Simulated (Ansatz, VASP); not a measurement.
# Al2InN3 in VASP and in Ansatz

```
Al In N
1.0
     4.72212   -2.94248    0.00000
     4.72212    2.94248    0.00000
     0.00000    0.00000    5.04147
Al In N
4 2 6
Direct
  0.00844 0.33486 0.99174
  0.66514 0.99156 0.99174
  0.99156 0.66514 0.49174
  0.33486 0.00844 0.49174
  0.32207 0.67793 0.98699
  0.67793 0.32207 0.48699
  0.03676 0.33363 0.35570
  0.66637 0.96324 0.35570
  0.96324 0.66637 0.85570
  0.33363 0.03676 0.85570
  0.29824 0.70176 0.40613
  0.70176 0.29824 0.90613
```

Change from the starting cell: volume 11.675 Å^3 an atom, stretch along b over the lengths across it, relative to the relaxed cell 1.0835.

Alike in both runs: task single point; functional PBE; k mesh 6 × 6 × 6; occupations gaussian, width 0.05 eV; no spin polarisation.

```csv
,VASP,Ansatz
version,VASP 6.6.1,Ansatz 0.2.0
potentials or method,"VASP PAW PBE potentials, release 64 (Al, In_d, N), cutoff 520 eV","scalar-relativistic, plane waves, PAW"
valence electrons in the cell,68,68
```

|  | VASP | Ansatz | Ansatz less VASP |
| --- | --- | --- | --- |
| gap on the k mesh at the Fermi level (eV) | 2.28 | 2.28 | 0.000 |
| least direct gap on the mesh (eV) | 2.28 | 2.28 | 0.000 |
| pressure (GPa) | 8.5 | 8.5 | +0.05 |
| traceless stress, the component that is largest in VASP (GPa) | -16.15 | -16.04 | +0.107 |
| rms of the force components (eV/Å) | 0.481 | 0.479 | -0.0025 |

Atom by atom the forces differ by 0.009 eV/Å (rms over components).
